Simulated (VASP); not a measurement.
# Cd (Fm-3m) in VASP: further runs, part 3 of 3

VASP 6.6.1.

## 6. Single point, RPBE (volume scaled by 1.12)

The input, INCAR:

```
SYSTEM = Cd
PREC = Accurate
ENCUT = 520
EDIFF = 1E-7
ISMEAR = -1
SIGMA = 0.1
LREAL = .False.
LASPH = .True.
NELM = 60
ALGO = Normal
ISIF = 2
LWAVE = .False.
LCHARG = .True.
GGA = RP
LELF = .True.
LVHAR = .True.
NBANDS = 12
```

The input, KPOINTS:

```
Automatic mesh
0
Gamma
  13 13 13
  0 0 0
```

The input, POSCAR:

```
Cd
1.0
    0.0000000000      2.3917010090      2.3917010090
    2.3917010090      0.0000000000      2.3917010090
    2.3917010090      2.3917010090      0.0000000000
Cd
1
Direct
    0.0000000000      0.0000000000      0.0000000000
```

Potentials or basis: VASP PAW PBE potentials, release 64 (Cd).

The run is started by

```sh
cat potpaw_PBE.64/Cd/POTCAR > POTCAR
mpirun -np 1 vasp_std > vasp.out
```

Wall time 25 s (1 thread of Intel Xeon Platinum 8375C at 2.90GHz (Ice Lake), shared host); peak memory 0.17 GiB.

It converged, with:

* Free energy: -0.3358 eV
* Pressure: -2.4 GPa
* Band gap on the k mesh: zero (band 6 reaches 2.54 eV, above the bottom of band 7 at 0.44 eV)

Levels at points of the mesh, in eV from the Fermi level:
| k point | band 2 | band 3 | band 4 | band 5 | band 6 | band 7 | band 8 | band 9 | band 10 | band 11 |
| --- | --- | --- | --- | --- | --- | --- | --- | --- | --- | --- |
| (0.00, 0.00, 0.00) | -8.68 | -8.68 | -8.41 | -8.41 | -7.23 | 12.81 | 12.81 | 12.81 | 13.02 | 15.93 |

Caveat: the cell differs from its parent crystal (volume scaled by 1.12); the PAW data sets were made with another functional, which shifts forces and pressure a little.

## 7. Single point, RPBE

This run uses another cell than the first one, of 24.43 Å³/atom, 1.042 times its volume.

The input, INCAR:

```
SYSTEM = Cd
PREC = Accurate
ENCUT = 520
EDIFF = 1E-6
ISMEAR = -1
SIGMA = 0.1
LREAL = .False.
LASPH = .True.
NELM = 80
ALGO = Normal
ISIF = 2
LWAVE = .False.
LCHARG = .False.
GGA = RP
NBANDS = 12
```

The input, KPOINTS:

```
Automatic mesh
0
Gamma
  19 19 19
  0 0 0
```

The input, POSCAR:

```
Cd
1.0
    0.0000000000      2.3030368086      2.3030368086
    2.3030368086      0.0000000000      2.3030368086
    2.3030368086      2.3030368086      0.0000000000
Cd
1
Direct
    0.0000000000      0.0000000000      0.0000000000
```

Potentials or basis: VASP PAW PBE potentials, release 64 (Cd).

The run is started by

```sh
cat potpaw_PBE.64/Cd/POTCAR > POTCAR
mpirun -np 1 vasp_std > vasp.out
```

OUTCAR:

```text
SYSTEM = Cd
   PREC = Accurate
   ENCUT = 520
   EDIFF = 1E-6
   ISMEAR = -1
   LREAL = .False.
   LASPH = .True.
   NELM = 80
   ISIF = 2
   GGA = RP

 ion  position               nearest neighbor table
   1  0.000  0.000  0.000-

  LATTYP: Found a face centered cubic cell.
 ALAT       =     4.6060736172

  Lattice vectors:

 A1 = (   0.0000000000,   2.3030368086,   2.3030368086)
 A2 = (   2.3030368086,   0.0000000000,   2.3030368086)
 A3 = (   2.3030368086,   2.3030368086,   0.0000000000)

Analysis of symmetry for initial positions (statically):
[... 530 lines left out ...]
      7       7.0152      0.00000
      8      13.0363      0.00000
      9      15.3283      0.00000
     10      15.7249      0.00000
     11      18.2760      0.00000
     12      18.3894      0.00000

 [... further k-points ...]
[... 5 lines left out ...]
  --------------------------------------------------------------------------------------
  -------------------------------------------------------------------------------------
  Total        0.0086410      0.0086410      0.0086410     -0.0000000      0.0000000      0.0000000
  in kB        0.5666867      0.5666867      0.5666867     -0.0000000      0.0000000      0.0000000
  external PRESSURE =       0.5666867 kB  Pullay stress =       0.0000000 kB

 VOLUME and BASIS-vectors are now :
 -----------------------------------------------------------------------------
  energy-cutoff  :      520.00
  volume of cell :       24.43
      direct lattice vectors                 reciprocal lattice vectors
     0.000000000  2.303036809  2.303036809    -0.217104650  0.217104650  0.217104650
     2.303036809  0.000000000  2.303036809     0.217104650 -0.217104650  0.217104650
     2.303036809  2.303036809  0.000000000     0.217104650  0.217104650 -0.217104650

 POSITION                                       TOTAL-FORCE (eV/Angst)
 -----------------------------------------------------------------------------------
      0.00000      0.00000      0.00000        -0.000000     -0.000000     -0.000000
 -----------------------------------------------------------------------------------
    total drift:                               -0.000000      0.000000      0.000000

  FREE ENERGIE OF THE ION-ELECTRON SYSTEM (eV)
  ---------------------------------------------------
  free  energy   TOTEN  =        -0.3607367223 eV

  energy  without entropy=       -0.3485519046  energy(sigma->0) =       -0.35464431
```

OSZICAR:

```text
N       E                     dE             d eps       ncg     rms          rms(c)
DAV:   1     0.703981853993E+02    0.70398E+02   -0.69213E+03  5584   0.979E+02
DAV:   2     0.977207376824E+00   -0.69421E+02   -0.65976E+02  5780   0.235E+02
DAV:   3    -0.370038579615E+00   -0.13472E+01   -0.13463E+01  6272   0.364E+01
DAV:   4    -0.371738316589E+00   -0.16997E-02   -0.16997E-02  5984   0.129E+00
DAV:   5    -0.371742582410E+00   -0.42658E-05   -0.42658E-05  6352   0.645E-02    0.243E+00
DAV:   6    -0.356290582731E+00    0.15452E-01   -0.61788E-02  6368   0.301E+00    0.198E+00
DAV:   7    -0.359316333456E+00   -0.30258E-02   -0.95082E-03  5708   0.995E-01    0.913E-01
DAV:   8    -0.360658477246E+00   -0.13421E-02   -0.19291E-03  5604   0.526E-01    0.669E-02
DAV:   9    -0.360734217049E+00   -0.75740E-04   -0.65232E-05  6176   0.771E-02    0.150E-02
DAV:  10    -0.360736857046E+00   -0.26400E-05   -0.25677E-06  5908   0.160E-02    0.224E-03
DAV:  11    -0.360736722300E+00    0.13475E-06   -0.59027E-08  3260   0.237E-03
   1 F= -.36073672E+00 E0= -.35464431E+00  d E =-.121848E-01
```

Run time: 22 s. Hardware: 1 thread of Intel Xeon Platinum 8375C at 2.90GHz (Ice Lake), shared host; peak memory 0.18 GiB.

Results:

| Property | Result |
| --- | --- |
| Free energy | -0.3607 eV |
| Pressure | 0.1 GPa |
| Band gap on the k mesh | zero (band 6 reaches 3.55 eV, above the bottom of band 7 at 0.91 eV) |

Caveat: the PAW data sets were made with another functional, which shifts forces and pressure a little.

## 8. The runs side by side

| cell | k mesh | gap on the mesh (eV) | pressure (GPa) |
| --- | --- | --- | --- |
| a = 3.213 Å, angles 60.0°, 1 atom | 13 × 13 × 13 | none | 1.5 |
| a = 3.257 Å, angles 60.0°, 1 atom | 13 × 13 × 13 | none | 0.1 |
| a = 3.300 Å, angles 60.0°, 1 atom | 13 × 13 × 13 | none | -1.0 |
| a = 3.342 Å, angles 60.0°, 1 atom | 13 × 13 × 13 | none | -1.8 |
| a = 3.382 Å, angles 60.0°, 1 atom | 13 × 13 × 13 | none | -2.4 |
| a = 3.257 Å, angles 60.0°, 1 atom | 19 × 19 × 19 | none | 0.1 |

Alike in all rows: task single point; level RPBE; potentials or basis VASP PAW PBE potentials, release 64 (Cd); no spin polarisation; cutoff (eV) 520; smearing fermi-dirac 0.1 eV.

Caveats: the PAW data sets were made with another functional, which shifts forces and pressure a little.

Total energies depend on the potentials used, so only differences within one code and one set of settings carry meaning.
